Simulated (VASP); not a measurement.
Runs of VASP 6.6.1 on CuO. The structure is that of space group Fm-3m (No. 225), or close to it. The cells are those of the table. 

```csv
task,spin,cell,k mesh,cutoff (eV),gap on the mesh (eV),pressure (GPa),moment (μB),relaxed volume (Å³/atom)
relaxation of cell and atoms,collinear,"relaxed from a = 2.944 Å, angles 59.6°, 2 atoms",9 × 9 × 9,600,none,0.0,0.00,9.56
single point,collinear,"a = 3.001 Å, angles 60.0°, 2 atoms",9 × 9 × 9,520,none,0.3,0.00,-
single point,off,"a = 3.001 Å, angles 60.0°, 2 atoms",22 × 22 × 22,520,none,0.2,-,-
relaxation of cell and atoms,off,"relaxed from a = 3.000 Å, angles 60.0°, 2 atoms",22 × 22 × 22,600,none,-0.1,-,9.56
single point,collinear,"a = 2.944 Å, angles 59.6°, 2 atoms",9 × 9 × 9,520,none,(a),0.00,-
```

Alike in all rows: level PBE; potentials or basis VASP PAW PBE potentials, release 64 (Cu, O); smearing gaussian 0.1 eV.

**Question.** Fill in the values left out.

**Answer.** (a) 14.0.

Caveats: semilocal functionals often make such compounds metallic where correlation or magnetic order opens a gap, which also shifts bond lengths; an odd number of electrons without spin polarisation forces a metal (at least some runs); a magnetic or distorted state may lie lower (at least some runs); the cell stands under pressure (at least some runs).

A gap of «none» marks levels without a gap at the run's occupations.
